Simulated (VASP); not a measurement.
# AlN (P1) in VASP: notebook

Runs on AlN. Level: PBEsol. Tasks: single point.

Everything below comes from runs of VASP 6.6.1. Logs are shortened: lines on timing, memory, paths and dates and some standing lists are left out, and cuts for length are marked.

## 1. The cell of the first run

The typed cell holds 2 atoms: a = 3.095 Å, b = 3.095 Å, c = 3.095 Å, α = 60.00°, β = 60.00°, γ = 60.00°.

## 2. Single point, PBEsol (atoms displaced along several vibrational modes)

INCAR reads:

```
PREC = Accurate ; ENCUT = 520
EDIFF = 1E-7 ; ISMEAR = 0
SIGMA = 0.05 ; LREAL = False
LASPH = True ; NELM = 80
ALGO = Normal ; ISIF = 2
LWAVE = False ; LCHARG = True
GGA = PS ; LELF = True
LVHAR = True ; NBANDS = 11
```

KPOINTS reads:

```
Automatic mesh
0
Gamma
  10 10 10
```

POSCAR reads:

```
AlN
1.0
    0.0000000000      2.1886566781      2.1886566781
    2.1886566781      0.0000000000      2.1886566781
    2.1886566781      2.1886566781      0.0000000000
Al N
1 1
Direct
   -0.0045066557      0.0180266228      0.0045066557
    0.7586811240      0.7152755040      0.7413188760
```

Potentials or basis: VASP PAW PBE potentials, release 64 (Al, N).

On the command line:

```
$ cat potpaw_PBE.64/Al/POTCAR potpaw_PBE.64/N/POTCAR > POTCAR
$ mpirun -np 1 vasp_std > vasp.out
```

OUTCAR:

```text
PREC = Accurate
   ENCUT = 520
   EDIFF = 1E-7
   ISMEAR = 0
   LREAL = False
   LASPH = True
   NELM = 80
   ISIF = 2
   GGA = PS

 ion  position               nearest neighbor table
   1  0.995  0.018  0.005-   2 1.77   2 1.87   2 1.94   2 2.03
   2  0.759  0.715  0.741-   1 1.77   1 1.87   1 1.94   1 2.03

  LATTYP: Found a face centered cubic cell.
 ALAT       =     4.3773133562

  Lattice vectors:

 A1 = (   0.0000000000,   2.1886566781,   2.1886566781)
 A2 = (   2.1886566781,   0.0000000000,   2.1886566781)
 A3 = (   2.1886566781,   2.1886566781,   0.0000000000)

Analysis of symmetry for initial positions (statically):
=====================================================================
 Subroutine PRICEL returns:
 Original cell was already a primitive cell.

 Routine SETGRP: Setting up the symmetry group for a
 face centered cubic supercell.

 Subroutine GETGRP returns: Found  1 space group operations
 (whereof  1 operations were pure point group operations)
 out of a pool of 48 trial point group operations.

The static configuration has the point symmetry C_1 .

Analysis of symmetry for dynamics (positions and initial velocities):
=====================================================================
 Subroutine PRICEL returns:
 Original cell was already a primitive cell.

 Routine SETGRP: Setting up the symmetry group for a
 face centered cubic supercell.

 Subroutine GETGRP returns: Found  1 space group operations
 (whereof  1 operations were pure point group operations)
 out of a pool of 48 trial point group operations.

The dynamic configuration has the point symmetry C_1 .

 Subroutine INISYM returns: Found  1 space group operations
 (whereof  1 operations are pure point group operations),
 and found     1 'primitive' translations

----------------------------------------------------------------------------------------

                                     Primitive cell

  volume of cell :      20.9683

  direct lattice vectors                    reciprocal lattice vectors
     0.000000000  2.188656678  2.188656678    -0.228450631  0.228450631  0.228450631
     2.188656678  0.000000000  2.188656678     0.228450631 -0.228450631  0.228450631
     2.188656678  2.188656678  0.000000000     0.228450631  0.228450631 -0.228450631

  length of vectors
     3.095227958  3.095227958  3.095227958     0.395688101  0.395688101  0.395688101

  position of ions in fractional coordinates (direct lattice)
     0.995493344  0.018026623  0.004506656
     0.758681124  0.715275504  0.741318876

  ion indices of the primitive-cell ions
   primitive index   ion index
                 1           1
                 2           2

----------------------------------------------------------------------------------------

 KPOINTS: Automatic mesh

Automatic generation of k-mesh.
 Grid dimensions read from file:
 generate k-points for:   10   10   10

 Generating k-lattice:

  Cartesian coordinates                     Fractional coordinates (reciprocal lattice)
    -0.022845063  0.022845063  0.022845063     0.100000000  0.000000000  0.000000000
     0.022845063 -0.022845063  0.022845063     0.000000000  0.100000000  0.000000000
     0.022845063  0.022845063 -0.022845063     0.000000000  0.000000000  0.100000000

  Length of vectors
     0.039568810  0.039568810  0.039568810

  Shift w.r.t. Gamma in fractional coordinates (k-lattice)
     0.000000000  0.000000000  0.000000000

 Subroutine IBZKPT returns following result:
 ===========================================

 Found    504 irreducible k-points:

 Following reciprocal coordinates:
            Coordinates               Weight
  0.000000  0.000000  0.000000      1.000000
  0.100000  0.000000  0.000000      2.000000
  0.000000  0.100000  0.000000      2.000000
  0.000000  0.000000  0.100000      2.000000
  0.100000  0.100000  0.100000      2.000000
  0.200000  0.000000  0.000000      2.000000
[... 16 lines left out ...]
  0.000000  0.100000  0.100000      2.000000
  0.100000  0.000000  0.100000      2.000000
 [... further k-points ...]
   k-points           NKPTS =    504   k-points in BZ     NKDIM =    504   number of bands    NBANDS=     11
   number of dos      NEDOS =    301   number of ions     NIONS =      2
   total plane-waves  NPLWV =  13824
   dimension x,y,z NGX =    24 NGY =   24 NGZ =   24
   dimension x,y,z NGXF=    48 NGYF=   48 NGZF=   48
   ions per type =               1   1
   NGX,Y,Z   is equivalent  to a cutoff of  12.89, 12.89, 12.89 a.u.
   NGXF,Y,Z  is equivalent  to a cutoff of  25.78, 25.78, 25.78 a.u.
 SYSTEM =  unknown system
   PREC   = accura    normal or accurate (medium, high low for compatibility)
   ISTART =      0    job   : 0-new  1-cont  2-samecut
   ICHARG =      2    charge: 1-file 2-atom 10-const
   ISPIN  =      1    spin polarized calculation?
   LNONCOLLINEAR =      F non collinear calculations
   LSORBIT =      F    spin-orbit coupling
   LASPH  =      T    aspherical Exc in radial PAW
   ENCUT  =  520.0 eV  38.22 Ry    6.18 a.u.   5.76  5.76  5.76*2*pi/ulx,y,z
   NELM   =     80;   NELMIN=  2; NELMDL= -5     # of ELM steps
   EDIFF  = 0.1E-06   stopping-criterion for ELM
   LREAL  =      F    real-space projection
   EDIFFG = 0.1E-05   stopping-criterion for IOM
   NSW    =      0    number of steps for IOM
   IBRION =     -1    ionic relax: 0-MD 1-quasi-New 2-CG
   NFREE  =      0    steps in history (QN), initial steepest desc. (CG)
   ISIF   =      2    stress and relaxation
   ISYM   =      2    0-nonsym 1-usesym 2-fastsym
   POTIM  = 0.5000    time-step for ionic-motion
   TEBEG  =    0.0;   TEEND  =   0.0 temperature during run
   PSTRESS=    0.0 pullay stress
   NELECT =       8.0000    total number of electrons
   NUPDOWN=      -1.0000    fix difference up-down
   EMIN   =  10.00;   EMAX   =-10.00  energy-range for DOS
   EFERMI =   0.00;   METHOD = LEGACY
   ISMEAR =     0;   SIGMA  =   0.05  broadening in eV -4-tet -1-fermi 0-gaus
   EFERMI_NEDOS =   21; number of points for ismear=-14 and -15
   IALGO  =     38    algorithm
   IMIX   =      4    mixing-type and parameters
     AMIX     =   0.40;   BMIX     =  1.00
     AMIX_MAG =   1.60;   BMIX_MAG =  1.00
  volume/ion in A,a.u.               =      10.48        70.75
  Fermi-wavevector in a.u.,A,eV,Ry     =   1.187364  2.243792 19.181944  1.409833
  Thomas-Fermi vector in A             =   2.323517
   LORBIT       =      0    0 simple, 1 ext, 2 COOP (PROOUT), +10 PAW based schemes
   GGA     = PS    functional components
   LHFCALC =     F    Hartree Fock is set to
   AEXX    =    0.0000 exact exchange contribution
   IVDW    =     0    specifies the selected vdW correction
   LEPSILON=     F    determine dielectric tensor
   LRPA    =     F    only Hartree local field effects (RPA)
 non-spin polarized calculation
 Gauss-broadening in eV      SIGMA  =   0.05
  energy-cutoff  :      520.00
  volume of cell :       20.97
 maximum number of plane-waves:       588
   NGX = 11   NGY = 11   NGZ = 11

 number of electron       8.0000000 magnetization

 Free energy of the ion-electron system (eV)
  ---------------------------------------------------
  ext. energy  EPLUGINS =         0.00000000
  ---------------------------------------------------
  free energy    TOTEN  =       -15.40400971 eV

  energy without entropy =      -15.40400971  energy(sigma->0) =      -15.40400971

 E-fermi :   6.4414     XC(G=0): -11.0974

 val. band max:        6.2237331072   @ k =   0.0000   0.0000   0.0000
 cond. band min:       8.9754970934   @ k =   0.5000   0.0000   0.5000
 fundamental gap:      2.7517639862
 Fermi energy:         6.4413832642

 k-point     1 :       0.0000    0.0000    0.0000
  band No.  band energies     occupation
      1      -9.1135      2.00000
      2       5.3619      2.00000
      3       5.8145      2.00000
      4       6.2237      2.00000
      5       9.8305      0.00000
      6      18.1872      0.00000
      7      18.2171      0.00000
      8      18.3041      0.00000
      9      23.1803      0.00000
     10      23.2718      0.00000
     11      24.1417      0.00000

 k-point     2 :       0.1000    0.0000    0.0000
  band No.  band energies     occupation
      1      -8.9674      2.00000
      2       4.9740      2.00000
      3       5.4014      2.00000
      4       6.0894      2.00000
      5      10.5122      0.00000
      6      17.6183      0.00000
      7      18.3481      0.00000
      8      18.5797      0.00000
      9      22.0814      0.00000
     10      22.1617      0.00000
     11      23.7699      0.00000

 k-point     3 :       0.0000    0.1000    0.0000
  band No.  band energies     occupation
      1      -8.9656      2.00000
      2       4.6429      2.00000
      3       5.7524      2.00000
      4       6.1564      2.00000
      5      10.4237      0.00000
      6      17.7736      0.00000
      7      18.3784      0.00000
      8      18.5050      0.00000
      9      21.8267      0.00000
     10      21.9306      0.00000
     11      24.2388      0.00000

 k-point     4 :       0.0000    0.0000    0.1000
  band No.  band energies     occupation
      1      -8.9666      2.00000
      2       4.8124      2.00000
      3       5.5444      2.00000
      4       6.1450      2.00000
      5      10.4745      0.00000
      6      17.6313      0.00000
      7      18.3068      0.00000
      8      18.6535      0.00000
      9      21.9588      0.00000
     10      22.1027      0.00000
     11      23.9689      0.00000

 k-point     5 :       0.1000    0.1000    0.1000
  band No.  band energies     occupation
      1      -8.9685      2.00000
      2       5.1763      2.00000
      3       5.4346      2.00000
      4       5.7934      2.00000
      5      10.5731      0.00000
      6      17.7305      0.00000
      7      18.2725      0.00000
      8      18.4661      0.00000
      9      22.2287      0.00000
     10      22.2612      0.00000
     11      23.5465      0.00000
[... 211 lines left out ...]
 k-point    21 :       0.5000    0.5000    0.5000
  band No.  band energies     occupation
      1      -7.0885      2.00000
      2       0.1107      2.00000
      3       4.9378      2.00000
      4       5.3467      2.00000
      5      13.1154      0.00000
      6      15.5877      0.00000
      7      16.5963      0.00000
      8      16.9132      0.00000
      9      23.3221      0.00000
     10      25.5339      0.00000
     11      26.0219      0.00000

 k-point    22 :       0.1000    0.1000    0.0000
  band No.  band energies     occupation
      1      -8.9183      2.00000
      2       4.8233      2.00000
      3       5.4863      2.00000
      4       5.8799      2.00000
      5      10.6937      0.00000
      6      17.4535      0.00000
      7      18.4774      0.00000
      8      18.6856      0.00000
      9      20.3168      0.00000
     10      23.5839      0.00000
     11      25.0065      0.00000

 k-point    23 :       0.0000    0.1000    0.1000
  band No.  band energies     occupation
      1      -8.9184      2.00000
      2       4.9175      2.00000
      3       5.3026      2.00000
      4       5.9584      2.00000
      5      10.7032      0.00000
      6      17.5510      0.00000
      7      18.4891      0.00000
      8      18.5791      0.00000
      9      20.3362      0.00000
     10      23.5995      0.00000
     11      24.7817      0.00000

 k-point    24 :       0.1000    0.0000    0.1000
  band No.  band energies     occupation
      1      -8.9183      2.00000
      2       4.7873      2.00000
      3       5.6079      2.00000
      4       5.8005      2.00000
      5      10.6885      0.00000
      6      17.4083      0.00000
      7      18.4689      0.00000
      8      18.7375      0.00000
      9      20.3075      0.00000
     10      23.5724      0.00000
     11      25.1881      0.00000

 [... further k-points ...]
[... 5 lines left out ...]
  --------------------------------------------------------------------------------------
  -------------------------------------------------------------------------------------
  Total        0.1713664      0.7205796      0.5068620     -0.8669543     -1.3920001      0.4692581
  in kB       13.0940294     55.0591662     38.7290969    -66.2435928   -106.3621086     35.8558015
  external PRESSURE =      35.6274308 kB  Pullay stress =       0.0000000 kB

 VOLUME and BASIS-vectors are now :
 -----------------------------------------------------------------------------
  energy-cutoff  :      520.00
  volume of cell :       20.97
      direct lattice vectors                 reciprocal lattice vectors
     0.000000000  2.188656678  2.188656678    -0.228450631  0.228450631  0.228450631
     2.188656678  0.000000000  2.188656678     0.228450631 -0.228450631  0.228450631
     2.188656678  2.188656678  0.000000000     0.228450631  0.228450631 -0.228450631

 POSITION                                       TOTAL-FORCE (eV/Angst)
 -----------------------------------------------------------------------------------
      0.04932      2.18866      2.21825        -2.106843      0.774342     -1.355902
      3.18799      3.28299      3.22599         2.106843     -0.774342      1.355902
 -----------------------------------------------------------------------------------
    total drift:                                0.000038     -0.000019     -0.000008

  FREE ENERGIE OF THE ION-ELECTRON SYSTEM (eV)
  ---------------------------------------------------
  free  energy   TOTEN  =       -15.4040097144 eV

  energy  without entropy=      -15.4040097144  energy(sigma->0) =      -15.40400971
```

Run time: 3.1 min. Hardware: 1 thread of AMD EPYC 7R13, shared host; peak memory 0.2 GiB.

Results:

- Free energy: -15.4040 eV
- Pressure: 3.6 GPa
- Largest force: 2.622 eV/Å
- Band gap on the k mesh: 2.75 eV (least direct gap 3.61 eV)

Forces on the atoms (eV/Å):
```
Al  -2.107  0.774 -1.356
N    2.107 -0.774  1.356
```

Stress tensor (GPa, compression positive):
```
  1.31  -6.62   3.59
 -6.62   5.51 -10.64
  3.59 -10.64   3.87
```

Caveat: the cell differs from its parent crystal (atoms displaced along several vibrational modes); the cell stands under pressure; the PAW data sets were made with another functional, which shifts forces and pressure a little. A k mesh can miss the band edges.

## 3. Single point, PBEsol (atoms displaced along several vibrational modes)

INCAR reads:

```
SYSTEM = AlN
  PREC = Accurate
  ENCUT = 520
  EDIFF = 1E-6
  ISMEAR = 0
  SIGMA = 0.05
  LREAL = .FALSE.
  LASPH = .TRUE.
  NELM = 80
  ALGO = Normal
  ISIF = 2
  LWAVE = .FALSE.
  LCHARG = .FALSE.
  GGA = PS
  NBANDS = 11
```

KPOINTS reads:

```
Automatic mesh
0
G
  10 10 10
  0 0 0
```

POSCAR reads:

```
AlN
1.0
    0.0000000000      2.1886566781      2.1886566781
    2.1886566781      0.0000000000      2.1886566781
    2.1886566781      2.1886566781      0.0000000000
Al N
1 1
Direct
   -0.0022533278      0.0157732949      0.0022533278
    0.7543405620      0.7196160660      0.7456594380
```

Potentials or basis: VASP PAW PBE potentials, release 64 (Al, N).

On the command line:

```
$ cat potpaw_PBE.64/Al/POTCAR potpaw_PBE.64/N/POTCAR > POTCAR
$ mpirun -np 1 vasp_std > vasp.out
```

Run time: 2.7 min. Hardware: 1 thread of AMD EPYC 7R13, shared host; peak memory 0.2 GiB.

The run converged. Its results:

```
Free energy            : -15.4589 eV
Pressure               : 2.6 GPa
Largest force          : 2.233 eV/Å
Band gap on the k mesh : 2.81 eV (least direct gap 3.67 eV)
```

Forces in eV/Å, atoms in the order of the input:
```
Al  -1.698  0.616 -1.314
N    1.698 -0.616  1.314
```

Stress tensor (GPa, compression positive):
```
 1.36 -6.42  2.88
-6.42  4.04 -8.42
 2.88 -8.42  2.48
```

Levels at points of the mesh, in eV from the valence-band top:
| k point | band 1 | band 2 | band 3 | band 4 | band 5 | band 6 | band 7 | band 8 |
| --- | --- | --- | --- | --- | --- | --- | --- | --- |
| (0.00, 0.00, 0.00) | -15.28 | -0.74 | -0.36 | 0.00 | 3.67 | 12.02 | 12.04 | 12.12 |
| (0.50, 0.00, 0.00) | -13.23 | -6.22 | -1.13 | -0.59 | 6.81 | 9.32 | 10.48 | 10.87 |
| (0.00, 0.50, 0.00) | -13.20 | -6.39 | -0.83 | -0.53 | 6.72 | 9.19 | 10.62 | 10.84 |
| (0.00, 0.00, 0.50) | -13.22 | -6.27 | -1.07 | -0.56 | 6.78 | 9.28 | 10.47 | 10.91 |
| (0.50, 0.50, 0.50) | -13.25 | -6.08 | -1.17 | -0.84 | 6.95 | 9.42 | 10.45 | 10.72 |
| (0.50, 0.50, 0.00) | -12.59 | -5.29 | -2.28 | -1.97 | 2.82 | 8.01 | 13.30 | 15.18 |
| (0.00, 0.50, 0.50) | -12.59 | -5.29 | -2.35 | -1.93 | 2.84 | 8.05 | 13.30 | 15.15 |
| (0.50, 0.00, 0.50) | -12.59 | -5.30 | -2.13 | -2.09 | 2.81 | 7.96 | 13.30 | 15.23 |

Caveat: the cell differs from its parent crystal (atoms displaced along several vibrational modes); the PAW data sets were made with another functional, which shifts forces and pressure a little. A k mesh can miss the band edges.

(Continued in part 2 of 2.)
